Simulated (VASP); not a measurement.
CaSe:

```
Ca Se
1.0
     0.00000    3.27956    3.27956
     3.27956    0.00000    3.27956
     3.27956    3.27956    0.00000
Ca Se
1 1
Direct
  0.00000 0.00000 0.00000
  0.25000 0.25000 0.25000
```

Base run:

| Quantity | Value |
| --- | --- |
| Program | VASP 6.6.1 |
| Functional | PBE |
| Potentials or basis | VASP PAW PBE potentials, release 64 (Ca_sv, Se) |
| Cutoff | 520 eV |
| k mesh | 6 × 6 × 6 |
| Occupations | gaussian, width 0.01 eV |
| Spin | no spin polarisation |

Its results: band gap on the k mesh 3.21 eV (least direct gap 3.30 eV); pressure 0.6 GPa.

Problem. The run is repeated on the same cell with these changes: functional from PBE to r2SCAN. What comes out?

Solution. Band gap on the k mesh 3.69 eV (least direct gap 3.78 eV); pressure 0.2 GPa.

Caveats: the PAW data sets were made with another functional, which shifts forces and pressure a little (at least some runs).

A k mesh can miss the band edges.
